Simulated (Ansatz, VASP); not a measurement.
Two plane-wave programs on MnO

INCAR

```
SYSTEM = MnO
PREC = Accurate
ENCUT = 520
EDIFF = 1E-6
ISMEAR = -1
SIGMA = 0.05
LREAL = .False.
LASPH = .True.
NELM = 150
ALGO = Normal
ISIF = 2
LWAVE = .False.
LCHARG = .False.
ISPIN = 2
MAGMOM = 4 -2 0 0
LORBIT = 11
LMAXMIX = 4
GGA = PE
NBANDS = 31
```

The input KPOINTS:

```
regular mesh
0
Gamma
  9 9 5
  0 0 0
```

File POSCAR:

```
MnO
1.0
    3.3717000000      0.0000000000      0.0000000000
   -1.6858500000      2.9199778539      0.0000000000
    0.0000000000      0.0000000000      5.3855000000
Mn O
2 2
Direct
    0.6666666667      0.3333333333      0.5109600000
    0.3333333333      0.6666666667      0.0109600000
    0.6666666667      0.3333333333      0.8754700000
    0.3333333333      0.6666666667      0.3754700000
```

input.yaml

```yaml
crystal:
  lattice:
    - [3.3717, 0.0, 0.0]
    - [-1.68585, 2.9199778539, 0.0]
    - [0.0, 0.0, 5.3855]
  atoms:
    - { symbol: Mn, position: [0.6666666667, 0.3333333333, 0.51096], spin: 4.0 }
    - { symbol: Mn, position: [0.3333333333, 0.6666666667, 0.01096], spin: -2.0 }
    - { symbol: O, position: [0.6666666667, 0.3333333333, 0.87547] }
    - { symbol: O, position: [0.3333333333, 0.6666666667, 0.37547] }
hamiltonian:
  xc: pbe
  pseudopotentials: { kind: paw }
magnetization:
  spin_polarized: true
kpoints:
  mp_grid: { grid: [9, 9, 5] }
scf:
  occupations: { method: fermi_dirac, width: 0.05 }
output:
  forces: true
  stress: true
  eigenvalues: true
```

Alike in both runs: task single point; functional PBE; k mesh 9 × 9 × 5; occupations fermi-dirac, width 0.05 eV; collinear spin.

|  | VASP | Ansatz |
| --- | --- | --- |
| version | VASP 6.6.1 | Ansatz 0.2.0 |
| potentials or method | VASP PAW PBE potentials, release 64 (Mn_pv, O) | Ansatz PAW |
| plane-wave cutoff (eV) | 520 | 420 |
| valence electrons in the cell | 38 | 42 |

```csv
,VASP,Ansatz,Ansatz less VASP
gap on the k mesh at the Fermi level (eV),none,none,-
pressure (GPa),0.0,-0.4,-0.46
"traceless stress, the component that is largest in VASP (GPa)",0.42,0.20,-0.211
rms of the force components (eV/Å),0.062,0.048,-0.0148
net moment per atom (μB),0.00,0.00,0.000
size of the moment on the site where the two differ most (μB),4.23,3.70,-0.531
```

Site moments also hang on the region over which each program counts them. Atom by atom the forces differ by 0.015 eV/Å (rms over components). A gap of «none» marks a metal or a gap that the smearing closes. VASP's potentials hold 38 valence electrons a cell and Ansatz's 42, so a difference there can come from the potentials and not from the codes.
